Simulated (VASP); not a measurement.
## Li6AlB3: relaxation of cell and atoms with PBE

Li6AlB3:

```xyz
10
Lattice="5.5617 0.0000 0.0000 0.0000 5.5617 0.0000 0.0000 0.0000 5.5617" Properties=species:S:1:pos:R:3 pbc="T T T"
Li    3.6944    2.7808    0.0000
Li    1.8672    2.7808    0.0000
Li    0.0000    3.6944    2.7808
Li    0.0000    1.8672    2.7808
Li    2.7808    0.0000    3.6944
Li    2.7808    0.0000    1.8672
Al    0.0000    0.0000    0.0000
B     2.7808    0.0000    0.0000
B     0.0000    2.7808    0.0000
B     0.0000    0.0000    2.7808
```

```json
{
  "Program": "VASP 6.6.1",
  "Task": "relaxation of cell and atoms",
  "Functional": "PBE",
  "Potentials or basis": "VASP PAW PBE potentials, release 64 (Li_sv, Al, B)",
  "Cutoff": "600 eV",
  "k mesh": "8 × 8 × 8",
  "Occupations": "gaussian, width 0.1 eV",
  "Spin": "no spin polarisation",
  "Dipole correction": "no",
  "Further INCAR settings": "ALGO = Fast; EDIFF = 1e-06; IBRION = 2; EDIFFG = -0.01; NSW = 100; ISIF = 3"
}
```

```yaml
Relaxed_volume: 17.24 Å³/atom
Relaxed_cell: a = 5.566 Å, b = 5.566 Å, c = 5.566 Å, α = 90.00°, β = 90.00°, γ = 90.00°
Space_group_after_relaxing_to_0.05_Å: Pm-3 (No. 200)
Energy_gained_by_relaxing: 0.1 meV/atom
Ionic_steps: 2
Pressure_after_relaxing: 0.0 GPa
Largest_force_after_relaxing: 0.004 eV/Å
Band_gap_on_the_k_mesh: zero (band 15 reaches 1.88 eV, above the bottom of band 16 at 1.11 eV)
```

Forces in eV/Å, atoms in the order of the input:
```
Li  -0.004  0.000  0.000
Li   0.004  0.000  0.000
Li   0.000 -0.004  0.000
Li   0.000  0.004  0.000
Li   0.000  0.000 -0.004
Li   0.000  0.000  0.004
Al   0.000  0.000  0.000
B    0.000  0.000  0.000
B    0.000  0.000  0.000
B    0.000  0.000  0.000
```

The path:
| step | energy change (eV) | largest force (eV/Å) | pressure (GPa) | volume (Å³) |
| --- | --- | --- | --- | --- |
| 1 | 0.0000 | 0.0916 | 0.15 | 172.04 |
| 2 | -0.0015 | 0.0037 | 0.00 | 172.45 |

Final structure:
```yaml
crystal:
  lattice:
    - [5.56610, 0.00000, 0.00000]
    - [0.00000, 5.56610, 0.00000]
    - [0.00000, 0.00000, 5.56610]
  atoms:
    - { symbol: Li, position: [0.66347, 0.50000, 0.00000] }
    - { symbol: Li, position: [0.33653, 0.50000, 0.00000] }
    - { symbol: Li, position: [0.00000, 0.66347, 0.50000] }
    - { symbol: Li, position: [0.00000, 0.33653, 0.50000] }
    - { symbol: Li, position: [0.50000, 0.00000, 0.66347] }
    - { symbol: Li, position: [0.50000, 0.00000, 0.33653] }
    - { symbol: Al, position: [0.00000, 0.00000, 0.00000] }
    - { symbol: B, position: [0.50000, 0.00000, 0.00000] }
    - { symbol: B, position: [0.00000, 0.50000, 0.00000] }
    - { symbol: B, position: [0.00000, 0.00000, 0.50000] }
```

Levels at points of the mesh, in eV from the Fermi level:
| k point | band 12 | band 13 | band 14 | band 15 | band 16 | band 17 | band 18 | band 19 |
| --- | --- | --- | --- | --- | --- | --- | --- | --- |
| (0.00, 0.00, 0.00) | -2.60 | -0.83 | 0.21 | 0.21 | 0.21 | 0.61 | 0.61 | 0.61 |
| (0.50, 0.00, 0.00) | -1.94 | -1.63 | -1.11 | -0.58 | 0.08 | 0.59 | 0.62 | 1.58 |
| (0.50, 0.50, 0.00) | -1.59 | -0.95 | -0.82 | -0.32 | -0.23 | 0.39 | 1.02 | 1.84 |
| (0.50, 0.50, 0.50) | -1.60 | -1.60 | -0.57 | 0.46 | 0.46 | 0.46 | 1.08 | 1.08 |

It took 24 min on 1 thread of Oxide Virtual Turin-like Processor, on a shared host, peak memory 0.41 GiB.

Caveat: the cutoff is under 1.25 times the usual one of these potentials, so pressure, stress and relaxed cells hold a basis-set (Pulay) error.
